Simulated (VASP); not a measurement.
Write the native input for VASP 6.6.1 that does the following.

| Item | Value |
| --- | --- |
| Task | single point |
| Functional | PBE |
| Potentials or basis | VASP PAW PBE potentials, release 64 (Cd, Ge_d, As) |
| Cutoff | 520 eV |
| k mesh | 8 × 8 × 8 |
| Occupations | gaussian, width 0.01 eV |
| Spin | no spin polarisation |
| Dipole correction | no |
| Further INCAR settings | ALGO = Normal; EDIFF = 1e-07; NBANDS = 46 |

The structure of CdGeAs2 lies in POSCAR:

```
CdGeAs2
1.0
   -2.9666169151      2.9666169151      5.6089104577
    2.9666169151     -2.9666169151      5.6089104577
    2.9666169151      2.9666169151     -5.6089104577
Cd Ge As
2 2 4
Direct
    0.2500000000      0.7500000000      0.5000000000
    0.5000000000      0.5000000000      0.0000000000
    0.0000000000      0.0000000000      0.0000000000
    0.7500000000      0.2500000000      0.5000000000
    0.8750000000      0.3490730362      0.9740730362
    0.6509269638      0.6250000000      0.5259269638
    0.3750000000      0.9009269638      0.0259269638
    0.0990730362      0.1250000000      0.4740730362
```

These files were run (other wordings do the same):

INCAR

```
PREC = Accurate
ENCUT = 520
EDIFF = 1E-7
ISMEAR = 0
SIGMA = 0.01
LREAL = False
LASPH = True
NELM = 80
ALGO = Normal
ISIF = 2
LWAVE = False
LCHARG = False
GGA = PE
NBANDS = 46
KPAR = 2
```

KPOINTS

```
regular mesh
0
Gamma
  8 8 8
```

Potentials or basis: VASP PAW PBE potentials, release 64 (Cd, Ge_d, As).

The run is started by

```sh
$ cat potpaw_PBE.64/Cd/POTCAR potpaw_PBE.64/Ge_d/POTCAR potpaw_PBE.64/As/POTCAR > POTCAR
$ mpirun -np 2 vasp_std > vasp.out
```

It gave:

```yaml
Pressure: 4.0 GPa
Largest_force: 0.017 eV/Å
Band_gap_on_the_k_mesh: 0.14 eV (least direct gap 0.19 eV)
```

Caveat: the cell stands under pressure; semilocal functionals underestimate gaps, and a narrow one can read as zero.

It took 9.2 min on 2 MPI ranks on Intel(R) Xeon(R) Platinum 8275CL CPU @ 3.00GHz (Skylake/Cascade Lake), on a shared host, peak memory 0.72 GiB a rank.
